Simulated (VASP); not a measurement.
A run of VASP 6.6.1 is set up as follows.

File INCAR:

```
PREC = Accurate
ENCUT = 520
EDIFF = 1E-6
ISMEAR = -1
SIGMA = 0.05
LREAL = Auto
LASPH = True
NELM = 150
ALGO = Normal
ISIF = 2
LWAVE = False
LCHARG = False
ISPIN = 2
MAGMOM = 0 0 0 0 0 0 0 0 0 0 0 0 0 0 0 0 1
LORBIT = 11
GGA = PE
NBANDS = 50
```

The input KPOINTS:

```
regular mesh
0
Gamma
  2 2 2
```

Contents of POSCAR:

```
Mg8HO8
1.0
    0.0000000000      3.8650000000      3.8650000000
    3.8650000000      0.0000000000      3.8650000000
    3.8650000000      3.8650000000      0.0000000000
Mg O H
8 8 1
Direct
   -0.0043208279     -0.0040879690     -0.0068305304
   -0.0092238034      0.0075420440      0.5096119017
    0.0068175938      0.5078783959     -0.0179430789
   -0.0227943079      0.4917464424      0.5275291074
    0.4995213454     -0.0081112549      0.0068434670
    0.5236739974     -0.0024838292      0.4849417853
    0.4988745149      0.4893531695      0.0133376455
    0.5016688228      0.5049029754      0.5089909444
    0.2369857697      0.2555368693      0.2522509702
    0.2579948254      0.2410219922      0.7370375162
    0.2416688228      0.7451617076      0.2551487710
    0.2544631307      0.7529107374      0.7621216041
    0.7652005175      0.2594825356      0.2297800776
    0.7247994825      0.2569081501      0.7495342820
    0.7745536869      0.7583570505      0.2365459250
    0.7481112549      0.7556144890      0.7433764554
    0.3671410091      0.8682794308      0.3909443726
```

Potentials or basis: VASP PAW PBE potentials, release 64 (Mg, O, H).

Command:

```console
$ cat potpaw_PBE.64/Mg/POTCAR potpaw_PBE.64/O/POTCAR potpaw_PBE.64/H/POTCAR > POTCAR
$ mpirun -np 1 vasp_std > vasp.out
```

(1) Predict the pressure.

(2) Predict the net moment.

(3) Estimate the largest force.

## Answers

(1) 90.4 GPa.

(2) 0.75 μB per cell.

(3) 3.033 eV/Å.

Caveat: the k points lie up to 0.70 Å⁻¹ apart.
